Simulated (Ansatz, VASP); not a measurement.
# Be in VASP and in Ansatz

The input INCAR:

```
PREC = Accurate
ENCUT = 520
EDIFF = 1E-7
ISMEAR = -1
SIGMA = 0.1
LREAL = F
LASPH = T
NELM = 80
ALGO = Normal
ISIF = 2
LWAVE = F
LCHARG = T
GGA = PE
LELF = T
LVHAR = T
NBANDS = 12
```

Contents of KPOINTS:

```
regular mesh
0
Gamma
  18 18 5
```

Contents of POSCAR:

```
Be
1.0
    2.2547941531      0.0000000000      0.0000000000
   -1.1273970766      1.9527090169      0.0000000000
    0.0000000000      0.0000000000      7.1780674534
Be
4
Direct
    0.0000000000      1.0000000000      1.0000000000
    0.0000000000      0.0000000000      0.5000000000
    0.3333333333      0.6666666667      0.2500000000
    0.6666666667      0.3333333333      0.7500000000
```

Input for Ansatz:

```yaml
crystal:
  lattice:
    - [2.2547941531, 0.0, 0.0]
    - [-1.1273970766, 1.9527090169, 0.0]
    - [0.0, 0.0, 7.1780674534]
  atoms:
    - { symbol: Be, position: [0.0, 1.0, 1.0] }
    - { symbol: Be, position: [0.0, 0.0, 0.5] }
    - { symbol: Be, position: [0.3333333333, 0.6666666667, 0.25] }
    - { symbol: Be, position: [0.6666666667, 0.3333333333, 0.75] }
hamiltonian:
  xc: pbe
  pseudopotentials:
    kind: paw
    azcp:
      Be: "pseudopotentials/Be.paw.azcp"
basis:
  ecutwfc: 420
  fft_grid_basis: typed
kpoints:
  mp_grid: { grid: [18, 18, 5], shift: [0, 0, 0] }
magnetization:
  spin_polarized: false
scf:
  occupations: { method: fermi_dirac, width: 0.1 }
  lower_state_search: "off"
output:
  stress: true
```

Alike in both runs: task single point; functional PBE; k mesh 18 × 18 × 5; occupations fermi-dirac, width 0.1 eV; no spin polarisation.

```csv
,VASP,Ansatz
version,VASP 6.6.1,Ansatz 0.2.0
potentials or method,"VASP PAW PBE potentials, release 64 (Be), cutoff 520 eV","plane waves (420 eV) with PAW, scalar-relativistic"
valence electrons in the cell,8,8
```

|  | VASP | Ansatz | Ansatz less VASP |
| --- | --- | --- | --- |
| pressure (GPa) | 0.1 | 0.0 | -0.15 |
| traceless stress, the component that is largest in VASP (GPa) | 0.67 | 0.65 | -0.021 |
